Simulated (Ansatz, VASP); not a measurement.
## SiGe: VASP beside Ansatz

The input INCAR:

```
SYSTEM = SiGe
PREC     = Accurate       ! precision mode
ENCUT    = 520            ! plane-wave cutoff, eV
EDIFF    = 1E-6           ! SCF threshold, eV
ISMEAR   = 0              ! smearing method
SIGMA    = 0.02           ! smearing width, eV
LREAL    = .False.        ! projectors in reciprocal space
LASPH    = .True.         ! aspherical terms in the spheres
NELM     = 60             ! most SCF steps
ALGO     = Normal         ! electronic algorithm
ISIF     = 2              ! what is computed and relaxed
LWAVE    = .False.        ! write WAVECAR
LCHARG   = .False.        ! write CHGCAR
GGA      = PS             ! functional
NBANDS   = 26             ! bands
```

KPOINTS

```
regular mesh
0
Gamma
  12 12 6
  0 0 0
```

The input POSCAR:

```
SiGe
1.0
    3.8615909380      0.0000000000      0.0000000000
   -1.9307954690      3.3442358513      0.0000000000
    0.0000000000      0.0000000000      6.3789588473
Si Ge
2 2
Direct
    0.6666666667      0.3333333333      0.8744791403
    0.3333333333      0.6666666667      0.3744791403
    0.6666666667      0.3333333333      0.5005198597
    0.3333333333      0.6666666667      0.0005198597
```

Input for Ansatz:

```yaml
crystal:
  lattice:
    - [3.861590938, 0.0, 0.0]
    - [-1.930795469, 3.3442358513, 0.0]
    - [0.0, 0.0, 6.3789588473]
  atoms:
    - { symbol: Si, position: [0.6666666667, 0.3333333333, 0.8744791403] }
    - { symbol: Si, position: [0.3333333333, 0.6666666667, 0.3744791403] }
    - { symbol: Ge, position: [0.6666666667, 0.3333333333, 0.5005198597] }
    - { symbol: Ge, position: [0.3333333333, 0.6666666667, 0.0005198597] }
basis:
  ecutwfc: 420
kpoints:
  mp_grid: { grid: [12, 12, 6] }
  band_path: { path: [VBM, CBM], npoints: 2 }
hamiltonian:
  xc: pbesol
scf:
  occupations: { method: gaussian, width: 0.02 }
output:
  forces: true
  stress: true
  eigenvalues: true
checkpoint:
  read: start.run
  write: ck
  compress: false
  write_wavefunctions: false
  write_every: 100000
```

Alike in both runs: task single point; functional PBEsol; k mesh 12 × 12 × 6; occupations gaussian, width 0.02 eV; no spin polarisation.

|  | VASP | Ansatz |
| --- | --- | --- |
| version | VASP 6.6.1 | Ansatz 0.2.0 |
| potentials or method | VASP PAW PBE potentials, release 64 (Si, Ge_d), cutoff 520 eV | scalar-relativistic, plane waves, PAW |
| valence electrons in the cell | 36 | 36 |

|  | VASP | Ansatz | Ansatz less VASP |
| --- | --- | --- | --- |
| gap on the k mesh at the Fermi level (eV) | 0.30 | 0.29 | -0.001 |
| least direct gap on the mesh (eV) | 0.49 | 0.49 | -0.006 |
| pressure (GPa) | 2.6 | 2.6 | +0.03 |
| traceless stress, the component that is largest in VASP (GPa) | 0.06 | 0.06 | +0.006 |

VASP's potentials were made for PBE, not for PBEsol.
